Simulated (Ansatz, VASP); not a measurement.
# Lu in VASP and in Ansatz

```
CELL_PARAMETERS angstrom
3.56054 0.00000 0.00000
-1.78027 3.08352 0.00000
0.00000 0.00000 5.64191
ATOMIC_POSITIONS crystal
Lu 0.33333 0.66667 0.25000
Lu 0.66667 0.33333 0.75000
```

Alike in both runs: task single point; functional PBE; k mesh 10 × 10 × 5; no spin polarisation.

|  | VASP | Ansatz |
| --- | --- | --- |
| version | VASP 6.6.1 | Ansatz 0.2.0 |
| potentials or method | VASP PAW PBE potentials, release 64 (Lu), cutoff 520 eV | plane waves, PAW |
| occupations | methfessel-paxton of order 1, width 0.1 eV | cold, width 0.1 eV |
| valence electrons in the cell | 50 | 50 |

VASP gave:

```
pressure (GPa)                                                : -2.3
traceless stress, the component that is largest in VASP (GPa) : -0.67
```

Which values does Ansatz return?

Pressure (GPa): -2.5; traceless stress, the component that is largest in VASP (GPa): -0.70.

Neither program's run includes spin-orbit coupling.
